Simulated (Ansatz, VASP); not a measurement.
## Two plane-wave programs on KCl

Contents of INCAR:

```
SYSTEM = KCl
  ALGO = Normal
  EDIFF = 1E-6
  ENCUT = 520
  GGA = PE
  ISIF = 2
  ISMEAR = 0
  LASPH = .True.
  LCHARG = .True.
  LELF = .True.
  LREAL = .False.
  LVHAR = .True.
  LWAVE = .False.
  NBANDS = 15
  NELM = 80
  PREC = Accurate
  SIGMA = 0.05
```

The input KPOINTS:

```
k-points
0
Gamma
  6 6 6
  0 0 0
```

POSCAR

```
KCl
1.0
    3.8967839400      0.0000000000      0.0000000000
    0.0000000000      3.8967839400      0.0000000000
    0.0000000000      0.0000000000      3.7240201200
K Cl
1 1
Direct
    0.0000000000      0.0000000000      0.0000000000
    0.5000000000      0.5000000000      0.5000000000
```

Input for Ansatz:

```yaml
crystal:
  lattice:
    - [3.89678394, 0.0, 0.0]
    - [0.0, 3.89678394, 0.0]
    - [0.0, 0.0, 3.72402012]
  atoms:
    - { symbol: K, position: [0.0, 0.0, 0.0] }
    - { symbol: Cl, position: [0.5, 0.5, 0.5] }
basis:
  ecutwfc: 420
kpoints:
  mp_grid: { grid: [6, 6, 6] }
hamiltonian:
  xc: pbe
scf:
  occupations: { method: gaussian, width: 0.05 }
output:
  forces: true
  stress: true
  eigenvalues: true
```

Change from the starting cell: strain +0.015 along x and y, -0.030 along z, atoms carried along.

Alike in both runs: task single point; functional PBE; k mesh 6 × 6 × 6; occupations gaussian, width 0.05 eV; no spin polarisation.

```csv
,VASP,Ansatz
version,VASP 6.6.1,Ansatz 0.2.0
potentials or method,"VASP PAW PBE potentials, release 64 (K_sv, Cl), cutoff 520 eV","scalar-relativistic, plane waves, PAW"
valence electrons in the cell,16,16
```

```tsv
	VASP	Ansatz	Ansatz less VASP
gap on the k mesh at the Fermi level (eV)	4.64	4.64	0.000
least direct gap on the mesh (eV)	4.81	4.81	0.000
pressure (GPa)	0.0	0.0	-0.01
traceless stress, the component that is largest in VASP (GPa)	1.31	1.31	+0.002
```

The functional is the same, so the differences come from potentials, cutoffs and numerics.
